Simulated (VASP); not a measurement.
# Tl3Cu (Pm-3m) in VASP: a series of runs, part 2 of 2

VASP 6.6.1. The steps go on from the part before.

## (3) Single point, PBEsol

The input, INCAR:

```
ALGO     = Normal         # electronic algorithm
EDIFF    = 1E-7           # SCF threshold, eV
ENCUT    = 520            # plane-wave cutoff, eV
GGA      = PS             # functional
ISIF     = 2              # what is computed and relaxed
ISMEAR   = 0              # smearing method
LASPH    = T              # aspherical terms in the spheres
LCHARG   = F              # write CHGCAR
LREAL    = F              # projectors in reciprocal space
LWAVE    = F              # write WAVECAR
NBANDS   = 33             # bands
NELM     = 60             # most SCF steps
PREC     = Accurate       # precision mode
SIGMA    = 0.1            # smearing width, eV
```

The input, KPOINTS:

```
k-points
0
Gamma
  3 3 3
```

The input, POSCAR:

```
Tl3Cu
1.0
    4.7170000000      0.0000000000      0.0000000000
    0.0000000000      4.7170000000      0.0000000000
    0.0000000000      0.0000000000      4.7170000000
Tl Cu
3 1
Direct
    0.0000000000      0.5000000000      0.5000000000
    0.5000000000      0.0000000000      0.5000000000
    0.5000000000      0.5000000000      0.0000000000
    0.0000000000      0.0000000000      0.0000000000
```

Potentials or basis: VASP PAW PBE potentials, release 64 (Tl_d, Cu).

Launch:

```bash
$ cat potpaw_PBE.64/Tl_d/POTCAR potpaw_PBE.64/Cu/POTCAR > POTCAR
$ mpirun -np 1 vasp_std > vasp.out
```

OUTCAR:

```text
EDIFF = 1E-7
   ENCUT = 520
   GGA = PS
   ISIF = 2
   ISMEAR = 0
   LASPH = T
   LREAL = F
   NELM = 60
   PREC = Accurate

 ion  position               nearest neighbor table
   1  0.000  0.500  0.500-   2 3.34   3 3.34   4 3.34   3 3.34   4 3.34   2 3.34   4 3.34   4 3.34
                             2 3.34   3 3.34   3 3.34   2 3.34
   2  0.500  0.000  0.500-   1 3.34   3 3.34   4 3.34   3 3.34   4 3.34   1 3.34   3 3.34   3 3.34
                             1 3.34   4 3.34   4 3.34   1 3.34
   3  0.500  0.500  0.000-   1 3.34   2 3.34   4 3.34   1 3.34   2 3.34   2 3.34   4 3.34   2 3.34
                             1 3.34   4 3.34   1 3.34   4 3.34
   4  0.000  0.000  0.000-   1 3.34   2 3.34   3 3.34   1 3.34   2 3.34   1 3.34   3 3.34   1 3.34
                             2 3.34   3 3.34   2 3.34   3 3.34

  LATTYP: Found a simple cubic cell.
 ALAT       =     4.7170000000

  Lattice vectors:

 A1 = (   4.7170000000,   0.0000000000,   0.0000000000)
 A2 = (   0.0000000000,   4.7170000000,   0.0000000000)
 A3 = (   0.0000000000,   0.0000000000,   4.7170000000)

Analysis of symmetry for initial positions (statically):
=====================================================================
 Subroutine PRICEL returns:
 Original cell was already a primitive cell.

 Routine SETGRP: Setting up the symmetry group for a
 simple cubic supercell.

 Subroutine GETGRP returns: Found 48 space group operations
 (whereof 48 operations were pure point group operations)
 out of a pool of 48 trial point group operations.

The static configuration has the point symmetry O_h .

Analysis of symmetry for dynamics (positions and initial velocities):
=====================================================================
 Subroutine PRICEL returns:
 Original cell was already a primitive cell.

 Routine SETGRP: Setting up the symmetry group for a
 simple cubic supercell.

 Subroutine GETGRP returns: Found 48 space group operations
 (whereof 48 operations were pure point group operations)
 out of a pool of 48 trial point group operations.

The dynamic configuration has the point symmetry O_h .

 Subroutine INISYM returns: Found 48 space group operations
 (whereof 48 operations are pure point group operations),
 and found     1 'primitive' translations

----------------------------------------------------------------------------------------

                                     Primitive cell

  volume of cell :     104.9537

  direct lattice vectors                    reciprocal lattice vectors
     4.717000000  0.000000000  0.000000000     0.211999152  0.000000000  0.000000000
     0.000000000  4.717000000  0.000000000     0.000000000  0.211999152  0.000000000
     0.000000000  0.000000000  4.717000000     0.000000000  0.000000000  0.211999152

  length of vectors
     4.717000000  4.717000000  4.717000000     0.211999152  0.211999152  0.211999152

  position of ions in fractional coordinates (direct lattice)
     0.000000000  0.500000000  0.500000000
     0.500000000  0.000000000  0.500000000
     0.500000000  0.500000000  0.000000000
     0.000000000  0.000000000  0.000000000

  ion indices of the primitive-cell ions
   primitive index   ion index
                 1           1
                 2           2
                 3           3
                 4           4

----------------------------------------------------------------------------------------

 KPOINTS: k-points

Automatic generation of k-mesh.
 Grid dimensions read from file:
 generate k-points for:    3    3    3

 Generating k-lattice:

  Cartesian coordinates                     Fractional coordinates (reciprocal lattice)
     0.070666384  0.000000000  0.000000000     0.333333333  0.000000000  0.000000000
     0.000000000  0.070666384  0.000000000     0.000000000  0.333333333  0.000000000
     0.000000000  0.000000000  0.070666384     0.000000000  0.000000000  0.333333333

  Length of vectors
     0.070666384  0.070666384  0.070666384

  Shift w.r.t. Gamma in fractional coordinates (k-lattice)
     0.000000000  0.000000000  0.000000000

 Subroutine IBZKPT returns following result:
 ===========================================

 Found      4 irreducible k-points:

 Following reciprocal coordinates:
            Coordinates               Weight
  0.000000  0.000000  0.000000      1.000000
  0.333333  0.000000  0.000000      6.000000
  0.333333  0.333333  0.000000     12.000000
  0.333333  0.333333  0.333333      8.000000
   k-points           NKPTS =      4   k-points in BZ     NKDIM =      4   number of bands    NBANDS=     33
   number of dos      NEDOS =    301   number of ions     NIONS =      4
   total plane-waves  NPLWV =  46656
   dimension x,y,z NGX =    36 NGY =   36 NGZ =   36
   dimension x,y,z NGXF=    72 NGYF=   72 NGZF=   72
   ions per type =               3   1
   NGX,Y,Z   is equivalent  to a cutoff of  12.69, 12.69, 12.69 a.u.
   NGXF,Y,Z  is equivalent  to a cutoff of  25.38, 25.38, 25.38 a.u.
 SYSTEM =  unknown system
   PREC   = accura    normal or accurate (medium, high low for compatibility)
   ISTART =      0    job   : 0-new  1-cont  2-samecut
   ICHARG =      2    charge: 1-file 2-atom 10-const
   ISPIN  =      1    spin polarized calculation?
   LNONCOLLINEAR =      F non collinear calculations
   LSORBIT =      F    spin-orbit coupling
   LASPH  =      T    aspherical Exc in radial PAW
   ENCUT  =  520.0 eV  38.22 Ry    6.18 a.u.   8.77  8.77  8.77*2*pi/ulx,y,z
   NELM   =     60;   NELMIN=  2; NELMDL= -5     # of ELM steps
   EDIFF  = 0.1E-06   stopping-criterion for ELM
   LREAL  =      F    real-space projection
   EDIFFG = 0.1E-05   stopping-criterion for IOM
   NSW    =      0    number of steps for IOM
   IBRION =     -1    ionic relax: 0-MD 1-quasi-New 2-CG
   NFREE  =      0    steps in history (QN), initial steepest desc. (CG)
   ISIF   =      2    stress and relaxation
   ISYM   =      2    0-nonsym 1-usesym 2-fastsym
   POTIM  = 0.5000    time-step for ionic-motion
   TEBEG  =    0.0;   TEEND  =   0.0 temperature during run
   PSTRESS=    0.0 pullay stress
   NELECT =      50.0000    total number of electrons
   NUPDOWN=      -1.0000    fix difference up-down
   EMIN   =  10.00;   EMAX   =-10.00  energy-range for DOS
   EFERMI =   0.00;   METHOD = LEGACY
   ISMEAR =     0;   SIGMA  =   0.10  broadening in eV -4-tet -1-fermi 0-gaus
   EFERMI_NEDOS =   21; number of points for ismear=-14 and -15
   IALGO  =     38    algorithm
   IMIX   =      4    mixing-type and parameters
     AMIX     =   0.40;   BMIX     =  1.00
     AMIX_MAG =   1.60;   BMIX_MAG =  1.00
  volume/ion in A,a.u.               =      26.24       177.07
  Fermi-wavevector in a.u.,A,eV,Ry     =   1.278593  2.416190 22.242802  1.634800
  Thomas-Fermi vector in A             =   2.411127
   LORBIT       =      0    0 simple, 1 ext, 2 COOP (PROOUT), +10 PAW based schemes
   GGA     = PS    functional components
   LHFCALC =     F    Hartree Fock is set to
   AEXX    =    0.0000 exact exchange contribution
   IVDW    =     0    specifies the selected vdW correction
   LEPSILON=     F    determine dielectric tensor
   LRPA    =     F    only Hartree local field effects (RPA)
 non-spin polarized calculation
 Gauss-broadening in eV      SIGMA  =   0.10
  energy-cutoff  :      520.00
  volume of cell :      104.95
 maximum number of plane-waves:      2844
 NGX is ok and might be reduce to    36
   NGX = 17   NGY = 17   NGZ = 17

 number of electron      50.0000017 magnetization

 Free energy of the ion-electron system (eV)
  ---------------------------------------------------
  ext. energy  EPLUGINS =         0.00000000
  ---------------------------------------------------
  free energy    TOTEN  =       -10.75317596 eV

  energy without entropy =      -10.72123247  energy(sigma->0) =      -10.73720422

 E-fermi :   5.5965     XC(G=0): -10.3516

 val. band max:        5.5691456055   @ k =   0.3333   0.0000   0.0000
 cond. band min:       5.6424041191   @ k =   0.3333   0.0000   0.0000
 fundamental gap:      0.0732585136
 Fermi energy:         5.5964916448

 k-point     1 :       0.0000    0.0000    0.0000
  band No.  band energies     occupation
      1      -6.2033      2.00000
      2      -6.1095      2.00000
      3      -6.1095      2.00000
      4      -6.1095      2.00000
      5      -5.8048      2.00000
      6      -5.8048      2.00000
[... 133 lines left out ...]
     32      13.6226      0.00000
     33      13.7162      0.00000

------------------------ aborting loop because EDIFF is reached ----------------------------------------

  FORCE on cell =-STRESS in cart. coord.  units (eV):
  Direction    XX          YY          ZZ          XY          YZ          ZX
  --------------------------------------------------------------------------------------
  -------------------------------------------------------------------------------------
  Total       -1.6264143     -1.6264143     -1.6264143     -0.0000000     -0.0000000     -0.0000000
  in kB      -24.8281370    -24.8281370    -24.8281370     -0.0000000     -0.0000000     -0.0000000
  external PRESSURE =     -24.8281370 kB  Pullay stress =       0.0000000 kB

 VOLUME and BASIS-vectors are now :
 -----------------------------------------------------------------------------
  energy-cutoff  :      520.00
  volume of cell :      104.95
      direct lattice vectors                 reciprocal lattice vectors
     4.717000000  0.000000000  0.000000000     0.211999152  0.000000000  0.000000000
     0.000000000  4.717000000  0.000000000     0.000000000  0.211999152  0.000000000
     0.000000000  0.000000000  4.717000000     0.000000000  0.000000000  0.211999152

 POSITION                                       TOTAL-FORCE (eV/Angst)
 -----------------------------------------------------------------------------------
      0.00000      2.35850      2.35850         0.000000      0.000000      0.000000
      2.35850      0.00000      2.35850         0.000000      0.000000      0.000000
      2.35850      2.35850      0.00000         0.000000      0.000000      0.000000
      0.00000      0.00000      0.00000         0.000000      0.000000      0.000000
 -----------------------------------------------------------------------------------
    total drift:                                0.000000      0.000000      0.000000

  FREE ENERGIE OF THE ION-ELECTRON SYSTEM (eV)
  ---------------------------------------------------
  free  energy   TOTEN  =       -10.7531759639 eV

  energy  without entropy=      -10.7212324726  energy(sigma->0) =      -10.73720422
```

It took 10 s on 1 thread of Intel Xeon 6975P-C (Granite Rapids), shared host; peak memory 0.2 GiB.

What came out:

```
Free energy            : -10.7532 eV
Pressure               : -2.5 GPa
Band gap on the k mesh : zero (bands 25 and 26 overlap by 2.06 eV)
```

Levels at points of the mesh, in eV from the Fermi level:
```tsv
k point	band 22	band 23	band 24	band 25	band 26	band 27	band 28	band 29
(0.00, 0.00, 0.00)	-1.50	-1.50	-1.16	-1.16	-1.16	0.84	5.02	5.02
```

Caveat: the k points lie up to 0.44 Å⁻¹ apart, too coarse for converged energies and pressures of a metal; the PAW data sets were made with another functional, which shifts forces and pressure a little; spin-orbit coupling is left out, which moves the levels of the heavy elements.

## (4) Single point, PBEsol

The input, INCAR:

```
SYSTEM = Tl3Cu
ALGO = Normal
EDIFF = 1E-6
ENCUT = 520
GGA = PS
ISIF = 2
ISMEAR = 0
LASPH = .True.
LCHARG = .False.
LREAL = .False.
LWAVE = .False.
NBANDS = 33
NELM = 100
PREC = Accurate
SIGMA = 0.1
```

The input, KPOINTS:

```
k-points
0
Gamma
  4 4 4
  0 0 0
```

POSCAR is that of step 3.

Launch:

```bash
$ cat potpaw_PBE.64/Tl_d/POTCAR potpaw_PBE.64/Cu/POTCAR > POTCAR
$ mpirun -np 1 vasp_std > vasp.out
```

It took 19 s on 1 thread of Intel Xeon 6975P-C (Granite Rapids), shared host; peak memory 0.21 GiB.

It converged, with:

| Property | Result |
| --- | --- |
| Free energy | -10.9729 eV |
| Pressure | -3.2 GPa |
| Band gap on the k mesh | zero (bands 25 and 26 overlap by 3.07 eV) |

Levels at points of the mesh, in eV from the Fermi level:
| k point | band 22 | band 23 | band 24 | band 25 | band 26 | band 27 | band 28 | band 29 |
| --- | --- | --- | --- | --- | --- | --- | --- | --- |
| (0.00, 0.00, 0.00) | -1.65 | -1.65 | -1.34 | -1.34 | -1.34 | 0.65 | 4.82 | 4.82 |
| (0.50, 0.00, 0.00) | -1.95 | -1.94 | -0.08 | 0.76 | 0.76 | 1.61 | 1.61 | 2.84 |
| (0.50, 0.50, 0.00) | -1.94 | -1.85 | -1.80 | 1.33 | 2.32 | 2.32 | 2.75 | 3.09 |
| (0.50, 0.50, 0.50) | -2.23 | -1.91 | -1.91 | -1.74 | -1.74 | -1.74 | -0.61 | 8.90 |

Caveat: the cell stands under tension; the PAW data sets were made with another functional, which shifts forces and pressure a little; spin-orbit coupling is left out, which moves the levels of the heavy elements.

## (5) Overview

| k mesh | gap on the mesh (eV) | pressure (GPa) |
| --- | --- | --- |
| 2 × 2 × 2 | none | -1.2 |
| 3 × 3 × 3 | none | -2.5 |
| 4 × 4 × 4 | none | -3.2 |

Alike in all rows: task single point; level PBEsol; potentials or basis VASP PAW PBE potentials, release 64 (Tl_d, Cu); no spin polarisation; cell as given; cutoff (eV) 520; smearing gaussian 0.1 eV.

Caveats: some runs use coarse meshes; the PAW data sets were made with another functional, which shifts forces and pressure a little; spin-orbit coupling is left out, which moves the levels of the heavy elements; the cell stands under tension (at least some runs).

Absolute energies hang on the potentials; compare differences alone.
